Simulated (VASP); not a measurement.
Input of a VASP 6.6.1 run:

The input INCAR:

```
  PREC = Accurate
  ENCUT = 520
  EDIFF = 1E-8
  ISMEAR = -1
  SIGMA = 0.03
  LREAL = False
  LASPH = True
  NELM = 100
  ALGO = Normal
  ISIF = 2
  LWAVE = False
  LCHARG = False
  LEFG = True
  NBANDS = 25
```

KPOINTS

```
Automatic mesh
0
Gamma
  12 12 7
```

The input POSCAR:

```
TiSb
1.0
    4.1837763938      0.0000000000      0.0000000000
   -2.0918881970      3.6232566408      0.0000000000
    0.0000000000      0.0000000000      6.4068391310
Ti Sb
2 2
Direct
    0.0000000000      0.0000000000      0.0000000000
    0.0000000000      0.0000000000      0.5000000000
    0.3333333333      0.6666666667      0.2500000000
    0.6666666667      0.3333333333      0.7500000000
```

Potentials or basis: VASP PAW LDA potentials, release 64 (Ti_sv, Sb).

The run is started by

```bash
$ cat potpaw_LDA.64/Ti_sv/POTCAR potpaw_LDA.64/Sb/POTCAR > POTCAR
$ mpirun -np 1 vasp_std > vasp.out
```

(1) Estimate the band gap on the k mesh.

(2) Predict the pressure.

Results:

(1) zero (bands 17 and 18 overlap by 0.44 eV).

(2) -11.7 GPa.

Caveat: the cell stands under tension; without QUAD_EFG the Cq values of the log hold for a quadrupole moment of 1 mb, not for the nuclei; spin-orbit coupling is left out, which moves the levels of the heavy elements.
